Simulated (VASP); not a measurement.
Write the native input for VASP 6.6.1 that does the following.

| Item | Value |
| --- | --- |
| Task | single point |
| Functional | PBE |
| Potentials or basis | VASP PAW PBE potentials, release 64 (K_sv) |
| Cutoff | 520 eV |
| k mesh | 11 × 11 × 6 |
| Occupations | fermi-dirac, width 0.05 eV |
| Spin | no spin polarisation |
| Dipole correction | no |
| Further INCAR settings | ALGO = Normal; EDIFF = 1e-07; NBANDS = 16 |

The structure of K lies in POSCAR:

```
K
1.0
    4.1605636835      0.0000000000      0.0000000000
   -2.0802818417      3.6031538440      0.0000000000
    0.0000000000      0.0000000000      6.8953242200
K
2
Direct
    0.3333333333      0.6666666667      0.2500000000
    0.6666666667      0.3333333333      0.7500000000
```

This isn't the form of K at room conditions, which is bcc.

The input as run:

INCAR

```
  ALGO = Normal
  EDIFF = 1E-7
  ENCUT = 520
  GGA = PE
  ISIF = 2
  ISMEAR = -1
  LASPH = T
  LCHARG = F
  LREAL = F
  LWAVE = F
  NBANDS = 16
  NELM = 60
  PREC = Accurate
  SIGMA = 0.05
```

KPOINTS

```
k-points
0
Gamma
  11 11 6
```

Potentials or basis: VASP PAW PBE potentials, release 64 (K_sv).

Command:

```bash
$ cat potpaw_PBE.64/K_sv/POTCAR > POTCAR
$ mpirun -np 1 vasp_std > vasp.out
```

It gave:

| Property | Result |
| --- | --- |
| Pressure | 2.5 GPa |
| Band gap on the k mesh | zero (bands 9 and 10 overlap by 2.88 eV) |

It took 60 s on 1 thread of Intel(R) Xeon(R) Platinum 8259CL CPU @ 2.50GHz (Skylake/Cascade Lake) (shared host), peak memory 0.26 GiB.
